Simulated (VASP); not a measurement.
Here is a VASP 6.6.1 calculation.

INCAR

```
  PREC = Accurate
  ENCUT = 520
  EDIFF = 1E-7
  ISMEAR = 0
  SIGMA = 0.1
  LREAL = False
  LASPH = True
  NELM = 100
  ALGO = Normal
  ISIF = 2
  LWAVE = False
  LCHARG = True
  GGA = PE
  LELF = True
  LVHAR = True
  NBANDS = 31
```

File KPOINTS:

```
Automatic mesh
0
Gamma
  6 6 4
```

The input POSCAR:

```
BeZn2Te3
1.0
    6.7159958800      0.0000000000      0.0000000000
   -3.3579979400      5.8162230438      0.0000000000
    0.0000000000      0.0000000000      4.3299876817
Be Zn Te
1 2 3
Direct
    0.0000000000      0.0000000000      0.0000000000
    0.3333333333      0.6666666667      0.0000000000
    0.6666666667      0.3333333333      0.0000000000
    0.5000000000      0.5000000000      0.5000000000
    0.0000000000      0.5000000000      0.5000000000
    0.5000000000      0.0000000000      0.5000000000
```

Potentials or basis: VASP PAW PBE potentials, release 64 (Be, Zn, Te).

Run with:

```console
$ cat potpaw_PBE.64/Be/POTCAR potpaw_PBE.64/Zn/POTCAR potpaw_PBE.64/Te/POTCAR > POTCAR
$ mpirun -np 1 vasp_std > vasp.out
```

Question: What does it give for the band gap on the k mesh?

Answer: Zero (band 22 reaches 4.85 eV, above the bottom of band 23 at 3.46 eV).

Question: Predict the pressure.

Answer: 0.1 GPa.

Stress tensor (GPa, compression positive):
```
 0.23  0.00  0.00
 0.00  0.23  0.00
 0.00  0.00 -0.01
```

Caveat: the k points lie up to 0.36 Å⁻¹ apart; spin-orbit coupling is left out, which moves the levels of the heavy elements.
